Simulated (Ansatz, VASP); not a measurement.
**One calculation of Hf, two programs**

```xyz
2
Lattice="3.2039 0.0000 0.0000 -1.6019 2.7747 0.0000 0.0000 0.0000 5.0710" Properties=species:S:1:pos:R:3 pbc="T T T"
Hf    0.0000    1.8498    1.2678
Hf    1.6019    0.9249    3.8033
```

Alike in both runs: functional PBE; k mesh 12 × 12 × 8; occupations gaussian, width 0.1 eV; no spin polarisation.

Ansatz relaxed the structure, and its values are those at the end. VASP's run is a single point on that final structure, the one shown.

```csv
,VASP,Ansatz
version,VASP 6.6.1,Ansatz 0.2.0
potentials or method,"VASP PAW PBE potentials, release 64 (Hf_pv), cutoff 520 eV","scalar-relativistic, plane waves, PAW"
valence electrons in the cell,20,52
```

```csv
,VASP,Ansatz,Ansatz less VASP
gap on the k mesh at the Fermi level (eV),none,none,-
pressure (GPa),-0.4,0.0,+0.43
```

A gap of «none» marks a metal or a gap that the smearing closes. The functional is the same, so the differences come from potentials, cutoffs and numerics. VASP's potentials hold 20 valence electrons a cell and Ansatz's 52, so a difference there can come from the potentials and not from the codes.

Neither program's run includes spin-orbit coupling.
